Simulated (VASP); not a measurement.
# Zn (P4/nmm) in VASP: a series of runs

Runs on Zn. Level: PBE. Tasks: single point, relaxation of cell and atoms.

Everything below comes from runs of VASP 6.6.1. Logs are shortened: lines on timing, memory, paths and dates and some standing lists are left out, and cuts for length are marked.

## 1. The cell of the first run

It takes space group P4/nmm (No. 129, tetragonal). Conventional cell: a = 3.103 Å, b = 3.103 Å, c = 3.209 Å, α = 90.00°, β = 90.00°, γ = 90.00°. Within 3.3 Å of Zn (site symmetry 4mm) lie 14 Zn at 2.34 to 3.25 Å.

## 2. Single point, PBE

Contents of INCAR:

```
SYSTEM = Zn
PREC = Accurate ; ENCUT = 520
EDIFF = 1E-6 ; ISMEAR = 0
SIGMA = 0.1 ; LREAL = .False.
LASPH = .True. ; NELM = 60
ALGO = Normal ; ISIF = 2
LWAVE = .False. ; LCHARG = .False.
GGA = PE ; NBANDS = 19
```

Contents of KPOINTS:

```
regular mesh
0
Gamma
  6 6 6
  0 0 0
```

Contents of POSCAR:

```
Zn
1.0
    3.1028278700      0.0000000000      0.0000000000
    0.0000000000      3.1028278700      0.0000000000
    0.0000000000      0.0000000000      3.2085660300
Zn
2
Direct
    0.5000000000      0.0000000000      0.8742800600
    0.0000000000      0.5000000000      0.1257199400
```

Potentials or basis: VASP PAW PBE potentials, release 64 (Zn).

Run with:

```sh
$ cat potpaw_PBE.64/Zn/POTCAR > POTCAR
$ mpirun -np 1 vasp_std > vasp.out
```

OUTCAR:

```text
SYSTEM = Zn
   PREC = Accurate
   ENCUT = 520
   EDIFF = 1E-6
   ISMEAR = 0
   LREAL = .False.
   LASPH = .True.
   NELM = 60
   ISIF = 2
   GGA = PE

 ion  position               nearest neighbor table
   1  0.500  0.000  0.874-   2 2.34   2 2.34   2 2.34   2 2.34
   2  0.000  0.500  0.126-   1 2.34   1 2.34   1 2.34   1 2.34

  LATTYP: Found a simple tetragonal cell.
 ALAT       =     3.1028278700
 C/A-ratio  =     1.0340779974

  Lattice vectors:

 A1 = (   3.1028278700,   0.0000000000,   0.0000000000)
 A2 = (   0.0000000000,   3.1028278700,   0.0000000000)
 A3 = (   0.0000000000,   0.0000000000,   3.2085660300)

Analysis of symmetry for initial positions (statically):
=====================================================================
 Subroutine PRICEL returns:
 Original cell was already a primitive cell.

 Routine SETGRP: Setting up the symmetry group for a
 simple tetragonal supercell.

 Subroutine GETGRP returns: Found 16 space group operations
 (whereof  8 operations were pure point group operations)
 out of a pool of 16 trial point group operations.

The static configuration has the point symmetry D_2d.
 The point group associated with its full space group is D_4h.

Analysis of symmetry for dynamics (positions and initial velocities):
=====================================================================
 Subroutine PRICEL returns:
 Original cell was already a primitive cell.

 Routine SETGRP: Setting up the symmetry group for a
 simple tetragonal supercell.

 Subroutine GETGRP returns: Found 16 space group operations
 (whereof  8 operations were pure point group operations)
 out of a pool of 16 trial point group operations.

The dynamic configuration has the point symmetry D_2d.
 The point group associated with its full space group is D_4h.

 Subroutine INISYM returns: Found 16 space group operations
 (whereof  8 operations are pure point group operations),
 and found     1 'primitive' translations

----------------------------------------------------------------------------------------

                                     Primitive cell

  volume of cell :      30.8906

  direct lattice vectors                    reciprocal lattice vectors
     3.102827870  0.000000000  0.000000000     0.322286650  0.000000000  0.000000000
     0.000000000  3.102827870  0.000000000     0.000000000  0.322286650  0.000000000
     0.000000000  0.000000000  3.208566030     0.000000000  0.000000000  0.311665707

  length of vectors
     3.102827870  3.102827870  3.208566030     0.322286650  0.322286650  0.311665707

  position of ions in fractional coordinates (direct lattice)
     0.500000000  0.000000000  0.874280060
     0.000000000  0.500000000  0.125719940

  ion indices of the primitive-cell ions
   primitive index   ion index
                 1           1
                 2           2

----------------------------------------------------------------------------------------

 KPOINTS: regular mesh

Automatic generation of k-mesh.
 Grid dimensions read from file:
 generate k-points for:    6    6    6

 Generating k-lattice:

  Cartesian coordinates                     Fractional coordinates (reciprocal lattice)
     0.053714442  0.000000000  0.000000000     0.166666667  0.000000000  0.000000000
     0.000000000  0.053714442  0.000000000     0.000000000  0.166666667  0.000000000
     0.000000000  0.000000000  0.051944284     0.000000000  0.000000000  0.166666667

  Length of vectors
     0.053714442  0.053714442  0.051944284

  Shift w.r.t. Gamma in fractional coordinates (k-lattice)
     0.000000000  0.000000000  0.000000000

 Subroutine IBZKPT returns following result:
 ===========================================

 Found     40 irreducible k-points:

 Following reciprocal coordinates:
            Coordinates               Weight
  0.000000  0.000000  0.000000      1.000000
  0.166667  0.000000  0.000000      4.000000
  0.333333  0.000000  0.000000      4.000000
  0.500000  0.000000  0.000000      2.000000
  0.166667  0.166667  0.000000      4.000000
  0.333333  0.166667  0.000000      8.000000
[... 16 lines left out ...]
  0.333333  0.000000  0.333333      8.000000
  0.500000  0.000000  0.333333      4.000000
 [... further k-points ...]
   k-points           NKPTS =     40   k-points in BZ     NKDIM =     40   number of bands    NBANDS=     19
   number of dos      NEDOS =    301   number of ions     NIONS =      2
   total plane-waves  NPLWV =  13824
   dimension x,y,z NGX =    24 NGY =   24 NGZ =   24
   dimension x,y,z NGXF=    48 NGYF=   48 NGZF=   48
   ions per type =               2
   NGX,Y,Z   is equivalent  to a cutoff of  12.86, 12.86, 12.44 a.u.
   NGXF,Y,Z  is equivalent  to a cutoff of  25.72, 25.72, 24.87 a.u.
 SYSTEM =  Zn
   PREC   = accura    normal or accurate (medium, high low for compatibility)
   ISTART =      0    job   : 0-new  1-cont  2-samecut
   ICHARG =      2    charge: 1-file 2-atom 10-const
   ISPIN  =      1    spin polarized calculation?
   LNONCOLLINEAR =      F non collinear calculations
   LSORBIT =      F    spin-orbit coupling
   LASPH  =      T    aspherical Exc in radial PAW
   ENCUT  =  520.0 eV  38.22 Ry    6.18 a.u.   5.77  5.77  5.97*2*pi/ulx,y,z
   NELM   =     60;   NELMIN=  2; NELMDL= -5     # of ELM steps
   EDIFF  = 0.1E-05   stopping-criterion for ELM
   LREAL  =      F    real-space projection
   EDIFFG = 0.1E-04   stopping-criterion for IOM
   NSW    =      0    number of steps for IOM
   IBRION =     -1    ionic relax: 0-MD 1-quasi-New 2-CG
   NFREE  =      0    steps in history (QN), initial steepest desc. (CG)
   ISIF   =      2    stress and relaxation
   ISYM   =      2    0-nonsym 1-usesym 2-fastsym
   POTIM  = 0.5000    time-step for ionic-motion
   TEBEG  =    0.0;   TEEND  =   0.0 temperature during run
   PSTRESS=    0.0 pullay stress
   NELECT =      24.0000    total number of electrons
   NUPDOWN=      -1.0000    fix difference up-down
   EMIN   =  10.00;   EMAX   =-10.00  energy-range for DOS
   EFERMI =   0.00;   METHOD = LEGACY
   ISMEAR =     0;   SIGMA  =   0.10  broadening in eV -4-tet -1-fermi 0-gaus
   EFERMI_NEDOS =   21; number of points for ismear=-14 and -15
   IALGO  =     38    algorithm
   IMIX   =      4    mixing-type and parameters
     AMIX     =   0.40;   BMIX     =  1.00
     AMIX_MAG =   1.60;   BMIX_MAG =  1.00
  volume/ion in A,a.u.               =      15.45       104.23
  Fermi-wavevector in a.u.,A,eV,Ry     =   1.505000  2.844037 30.817531  2.265025
  Thomas-Fermi vector in A             =   2.615906
   LORBIT       =      0    0 simple, 1 ext, 2 COOP (PROOUT), +10 PAW based schemes
   GGA     = PE    functional components
   LHFCALC =     F    Hartree Fock is set to
   AEXX    =    0.0000 exact exchange contribution
   IVDW    =     0    specifies the selected vdW correction
   LEPSILON=     F    determine dielectric tensor
   LRPA    =     F    only Hartree local field effects (RPA)
 non-spin polarized calculation
 Gauss-broadening in eV      SIGMA  =   0.10
  energy-cutoff  :      520.00
  volume of cell :       30.89
 maximum number of plane-waves:       868
 NGX is ok and might be reduce to    24
   NGX = 11   NGY = 11   NGZ = 11

 number of electron      23.9999985 magnetization

 Free energy of the ion-electron system (eV)
  ---------------------------------------------------
  ext. energy  EPLUGINS =         0.00000000
  ---------------------------------------------------
  free energy    TOTEN  =        -1.38214950 eV

  energy without entropy =       -1.37852577  energy(sigma->0) =       -1.38033764

 E-fermi :   2.9462     XC(G=0): -11.3631

 val. band max:        2.9025813927   @ k =   0.5000   0.5000   0.5000
 cond. band min:       2.9693928732   @ k =   0.3333   0.3333   0.0000
 fundamental gap:      0.0668114805
 Fermi energy:         2.9462097028

 k-point     1 :       0.0000    0.0000    0.0000
  band No.  band energies     occupation
      1      -7.5175      2.00000
      2      -6.0180      2.00000
      3      -5.6373      2.00000
      4      -5.1634      2.00000
      5      -4.8965      2.00000
      6      -4.7393      2.00000
[... 11 lines left out ...]
     18      22.8951      0.00000
     19      22.8951      0.00000

 k-point     2 :       0.1667    0.0000    0.0000
  band No.  band energies     occupation
      1      -7.0747      2.00000
      2      -5.9032      2.00000
      3      -5.6367      2.00000
      4      -5.2544      2.00000
      5      -5.0483      2.00000
      6      -4.8416      2.00000
[... 11 lines left out ...]
     18      19.7087      0.00000
     19      19.7635      0.00000

 k-point     3 :       0.3333    0.0000    0.0000
  band No.  band energies     occupation
      1      -5.9808      2.00000
      2      -5.7054      2.00000
      3      -5.5800      2.00000
      4      -5.2513      2.00000
      5      -5.1539      2.00000
      6      -5.1081      2.00000
[... 11 lines left out ...]
     18      16.3593      0.00000
     19      16.6553      0.00000

 k-point     4 :       0.5000    0.0000    0.0000
  band No.  band energies     occupation
      1      -5.6459      2.00000
      2      -5.6459      2.00000
      3      -5.3973      2.00000
      4      -5.3973      2.00000
      5      -5.0364      2.00000
      6      -5.0364      2.00000
[... 11 lines left out ...]
     18      14.4913      0.00000
     19      15.1980      0.00000

 k-point     5 :       0.1667    0.1667    0.0000
  band No.  band energies     occupation
      1      -6.6614      2.00000
      2      -5.7738      2.00000
      3      -5.6374      2.00000
      4      -5.3090      2.00000
      5      -4.9951      2.00000
      6      -4.7445      2.00000
[... 11 lines left out ...]
     18      16.0922      0.00000
     19      19.7888      0.00000

 k-point     6 :       0.3333    0.1667    0.0000
  band No.  band energies     occupation
      1      -5.8213      2.00000
      2      -5.5564      2.00000
      3      -5.5181      2.00000
      4      -5.2674      2.00000
      5      -5.0627      2.00000
      6      -4.8938      2.00000
[... 11 lines left out ...]
     18      16.6825      0.00000
     19      17.5058      0.00000

 k-point     7 :       0.5000    0.1667    0.0000
  band No.  band energies     occupation
      1      -5.5181      2.00000
      2      -5.5181      2.00000
      3      -5.4338      2.00000
      4      -5.4338      2.00000
      5      -4.9225      2.00000
      6      -4.9225      2.00000
[... 11 lines left out ...]
     18      15.1512      0.00000
     19      19.0867      0.00000

 k-point     8 :       0.3333    0.3333    0.0000
  band No.  band energies     occupation
      1      -5.7198      2.00000
      2      -5.3561      2.00000
      3      -5.2052      2.00000
      4      -5.1825      2.00000
      5      -5.0542      2.00000
      6      -4.7172      2.00000
[... 256 lines left out ...]
 k-point    20 :       0.5000    0.5000    0.1667
  band No.  band energies     occupation
      1      -5.5216      2.00000
      2      -5.5216      2.00000
      3      -4.9684      2.00000
      4      -4.9684      2.00000
      5      -4.7950      2.00000
      6      -4.7950      2.00000
[... 11 lines left out ...]
     18      12.6547      0.00000
     19      21.8789      0.00000

 k-point    21 :       0.0000    0.0000    0.3333
  band No.  band energies     occupation
      1      -6.5113      2.00000
      2      -5.9265      2.00000
      3      -5.6033      2.00000
      4      -4.9439      2.00000
      5      -4.7964      2.00000
      6      -4.7964      2.00000
[... 11 lines left out ...]
     18      16.3301      0.00000
     19      16.5305      0.00000

 k-point    22 :       0.1667    0.0000    0.3333
  band No.  band energies     occupation
      1      -6.2214      2.00000
      2      -5.8301      2.00000
      3      -5.6415      2.00000
      4      -5.1380      2.00000
      5      -4.8690      2.00000
      6      -4.7568      2.00000
[... 11 lines left out ...]
     18      16.7686      0.00000
     19      17.6937      0.00000

 k-point    23 :       0.3333    0.0000    0.3333
  band No.  band energies     occupation
      1      -5.8454      2.00000
      2      -5.7468      2.00000
      3      -5.6394      2.00000
      4      -5.1868      2.00000
      5      -5.0779      2.00000
      6      -4.5005      2.00000
[... 11 lines left out ...]
     18      17.5121      0.00000
     19      19.0764      0.00000

 k-point    24 :       0.5000    0.0000    0.3333
  band No.  band energies     occupation
      1      -5.7803      2.00000
      2      -5.7803      2.00000
      3      -5.4848      2.00000
      4      -5.4848      2.00000
      5      -4.7251      2.00000
      6      -4.7251      2.00000
[... 11 lines left out ...]
     18      15.9337      0.00000
     19      20.4659      0.00000

 [... further k-points ...]

------------------------ aborting loop because EDIFF is reached ----------------------------------------

  FORCE on cell =-STRESS in cart. coord.  units (eV):
  Direction    XX          YY          ZZ          XY          YZ          ZX
  --------------------------------------------------------------------------------------
  -------------------------------------------------------------------------------------
  Total        3.8634447      3.8634447      0.7949806      0.0000000      0.0000000     -0.0000000
  in kB      200.3821059    200.3821059     41.2326044      0.0000000      0.0000000     -0.0000000
  external PRESSURE =     147.3322721 kB  Pullay stress =       0.0000000 kB

 VOLUME and BASIS-vectors are now :
 -----------------------------------------------------------------------------
  energy-cutoff  :      520.00
  volume of cell :       30.89
      direct lattice vectors                 reciprocal lattice vectors
     3.102827870  0.000000000  0.000000000     0.322286650  0.000000000  0.000000000
     0.000000000  3.102827870  0.000000000     0.000000000  0.322286650  0.000000000
     0.000000000  0.000000000  3.208566030     0.000000000  0.000000000  0.311665707

 POSITION                                       TOTAL-FORCE (eV/Angst)
 -----------------------------------------------------------------------------------
      1.55141      0.00000      2.80519        -0.000000      0.000000     -1.607183
      0.00000      1.55141      0.40338         0.000000      0.000000      1.607183
 -----------------------------------------------------------------------------------
    total drift:                                0.000000      0.000000      0.000000

  FREE ENERGIE OF THE ION-ELECTRON SYSTEM (eV)
  ---------------------------------------------------
  free  energy   TOTEN  =        -1.3821495004 eV

  energy  without entropy=       -1.3785257711  energy(sigma->0) =       -1.38033764
```

Run time: 28 s. Hardware: 1 thread of Intel Xeon 8259CL, shared host; peak memory 0.12 GiB.

What came out:

* Free energy: -1.3821 eV
* Pressure: 14.7 GPa
* Largest force: 1.607 eV/Å
* Band gap on the k mesh: zero (bands 12 and 13 overlap by 4.91 eV)

Forces on the atoms (eV/Å):
```
Zn   0.000  0.000 -1.607
Zn   0.000  0.000  1.607
```

Caveat: the cell stands under pressure; forces of over 1 eV/Å act on the atoms, so gaps and moduli don't describe the material at rest.

## 3. Relaxation of cell and atoms, PBE

Contents of INCAR:

```
SYSTEM = Zn
PREC     = Accurate       ! precision mode
ENCUT    = 600            ! plane-wave cutoff, eV
EDIFF    = 1E-6           ! SCF threshold, eV
ISMEAR   = 0              ! smearing method
SIGMA    = 0.1            ! smearing width, eV
LREAL    = .False.        ! projectors in reciprocal space
LASPH    = .True.         ! aspherical terms in the spheres
NELM     = 100            ! most SCF steps
ALGO     = Normal         ! electronic algorithm
ISIF     = 3              ! what is computed and relaxed
LWAVE    = .False.        ! write WAVECAR
LCHARG   = .False.        ! write CHGCAR
GGA      = PE             ! functional
IBRION   = 2              ! ionic algorithm
NSW      = 90             ! ionic steps
EDIFFG   = -0.04          ! ionic threshold
```

KPOINTS is that of step 2.

POSCAR is that of step 2.

Potentials or basis: VASP PAW PBE potentials, release 64 (Zn).

Run with:

```sh
$ cat potpaw_PBE.64/Zn/POTCAR > POTCAR
$ mpirun -np 1 vasp_std > vasp.out
```

It took 7.6 min on 1 thread of Intel Xeon 8259CL, shared host; peak memory 0.15 GiB.

It converged, with:

```yaml
Free_energy: -2.1826 eV
Relaxed_volume: 15.95 Å³/atom
Relaxed_cell: a = 3.538 Å, b = 3.538 Å, c = 2.548 Å, α = 90.00°, β = 90.00°, γ = 90.00°
Space_group_after_relaxing_to_0.1_Å: I4/mmm (No. 139)
Energy_gained_by_relaxing: 400.5 meV/atom
Ionic_steps: 22
Pressure_after_relaxing: 0.3 GPa
Largest_force_after_relaxing: 0.020 eV/Å
Band_gap_on_the_k_mesh: zero (bands 12 and 13 overlap by 5.25 eV)
```

Forces on the atoms (eV/Å):
```
Zn   0.000  0.000 -0.020
Zn   0.000  0.000  0.020
```

The path:
| step | energy change (eV) | largest force (eV/Å) | pressure (GPa) | volume (Å³) |
| --- | --- | --- | --- | --- |
| 1 | 0.0000 | 1.6081 | 14.70 | 30.89 |
| 2 | -0.3791 | 0.3992 | -3.48 | 37.61 |
| 3 | -0.3805 | 0.4660 | -2.62 | 36.95 |
| 4 | -0.4485 | 0.4979 | -2.74 | 35.83 |
| 5 | -0.5713 | 0.4773 | -0.42 | 32.44 |
| 6 | 0.1795 | 0.1397 | 38.36 | 25.46 |
| 7 | -0.5366 | 0.5597 | 1.33 | 32.07 |
| 8 | -0.6447 | 0.5579 | 9.79 | 28.79 |
| 9 | -0.6363 | 0.5938 | 4.85 | 30.03 |
| 10 | -0.6523 | 0.5786 | 7.87 | 29.24 |
| 11 | -0.6824 | 0.4952 | 7.97 | 29.31 |
| 12 | -0.6612 | 0.2619 | 9.41 | 29.47 |
| 13 | -0.6936 | 0.4143 | 8.40 | 29.38 |
| 14 | -0.7354 | 0.3479 | 5.62 | 30.16 |
| 15 | -0.7862 | 0.1853 | -0.51 | 32.56 |
| 16 | -0.7862 | 0.1812 | -0.75 | 32.64 |
| 17 | -0.7882 | 0.1718 | -0.73 | 32.58 |
| 18 | -0.7930 | 0.1431 | -0.61 | 32.40 |
| 19 | -0.7969 | 0.0808 | -0.21 | 32.03 |
| 20 | -0.7994 | 0.0548 | 0.17 | 31.88 |
| 21 | -0.8003 | 0.0283 | 0.60 | 31.73 |
| 22 | -0.8009 | 0.0195 | 0.29 | 31.90 |

Final structure:
```
Zn
1.0
     3.53849    0.00000    0.00000
     0.00000    3.53849    0.00000
     0.00000    0.00000    2.54790
Zn
2
Direct
  0.50000 0.00000 0.75266
  0.00000 0.50000 0.24734
```

Levels at points of the mesh, in eV from the Fermi level:
```tsv
k point	band 8	band 9	band 10	band 11	band 12	band 13	band 14	band 15	band 16
(0.00, 0.00, 0.00)	-6.92	-6.76	-6.76	-6.73	1.57	1.57	3.49	6.44	12.73
(0.50, 0.00, 0.00)	-6.97	-6.94	-6.94	-6.16	-6.16	5.41	5.41	7.25	7.25
(0.50, 0.50, 0.00)	-7.15	-6.72	-6.72	-3.23	-3.23	-2.79	-2.79	17.98	17.98
(0.00, 0.00, 0.50)	-7.19	-7.17	-7.16	-3.24	-3.23	8.25	8.41	8.41	8.49
(0.50, 0.00, 0.50)	-6.82	-6.65	-6.65	-1.35	-1.35	0.97	0.97	9.97	9.97
(0.50, 0.50, 0.50)	-7.08	-6.75	-6.75	1.51	1.51	2.99	2.99	3.68	3.68
```

Caveat: a cell axis changed by over 15 % at a fixed basis, so the end point is rough.
